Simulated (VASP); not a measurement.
Set up this calculation in VASP 6.6.1, as the native input.

```
Task                   : single point
Functional             : PBE
Potentials or basis    : VASP PAW PBE potentials, release 64 (Tb)
Cutoff                 : 520 eV
k mesh                 : 14 × 14 × 14
Occupations            : gaussian, width 0.05 eV
Spin                   : collinear spin, ferromagnetic start
Starting moments       : [6.0] μB
Dipole correction      : no
Further INCAR settings : ALGO = Normal; EDIFF = 1e-07; NBANDS = 20
```

The structure of Tb lies in POSCAR:

```
Tb
1.0
   -1.9987565187      1.9987565187      1.9987565187
    1.9987565187     -1.9987565187      1.9987565187
    1.9987565187      1.9987565187     -1.9987565187
Tb
1
Direct
    0.0000000000      0.0000000000      0.0000000000
```

These files were run (other wordings do the same):

INCAR

```
ALGO = Normal ; EDIFF = 1E-7
ENCUT = 520 ; GGA = PE
ISIF = 2 ; ISMEAR = 0
ISPIN = 2 ; LASPH = T
LCHARG = F ; LMAXMIX = 6
LORBIT = 11 ; LREAL = F
LWAVE = F ; MAGMOM = 6
NBANDS = 20 ; NELM = 150
PREC = Accurate ; SIGMA = 0.05
```

KPOINTS

```
k-points
0
Gamma
  14 14 14
```

Potentials or basis: VASP PAW PBE potentials, release 64 (Tb).

Command:

```console
$ cat potpaw_PBE.64/Tb/POTCAR > POTCAR
$ mpirun -np 1 vasp_std > vasp.out
```

Results of the run:

```
Pressure                                              : 0.5 GPa
Net moment                                            : 5.83 μB per cell
Site moments                                          : Tb +5.66 μB
Valence electrons inside the program's atomic spheres : Tb 16.33
```

Caveat: the magnetic or orbital state may not be the lowest.

It took 5.5 min on 1 thread of Intel(R) Xeon(R) Platinum 8259CL CPU @ 2.50GHz (Skylake/Cascade Lake), with other jobs on the host, peak memory 0.26 GiB.
